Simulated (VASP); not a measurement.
Here is a VASP 6.6.1 calculation.

The input INCAR:

```
PREC = Accurate
ENCUT = 520
EDIFF = 1E-6
ISMEAR = -1
SIGMA = 0.02
LREAL = F
LASPH = T
NELM = 100
ALGO = Normal
ISIF = 2
LWAVE = F
LCHARG = T
GGA = PE
LELF = T
LVHAR = T
NBANDS = 26
```

Contents of KPOINTS:

```
Automatic mesh
0
Gamma
  8 5 8
```

The input POSCAR:

```
GaAs
1.0
   -2.8723074171      2.8723074171      0.0000000000
    0.0000000000      0.0000000000      5.7446148342
    2.8723074171      2.8723074171      0.0000000000
Ga As
2 2
Direct
    0.0000000000      0.0000000000      0.0000000000
    0.5000000000      0.5000000000      0.5000000000
    0.0000000000      0.2500000000      0.5000000000
    0.5000000000      0.7500000000      0.0000000000
```

Potentials or basis: VASP PAW PBE potentials, release 64 (Ga_d, As).

Run with:

```console
$ cat potpaw_PBE.64/Ga_d/POTCAR potpaw_PBE.64/As/POTCAR > POTCAR
$ mpirun -np 1 vasp_std > vasp.out
```

Question: Predict the pressure.

Answer: 0.2 GPa.

Question: What does it give for the band gap on the k mesh?

Answer: 0.17 eV.
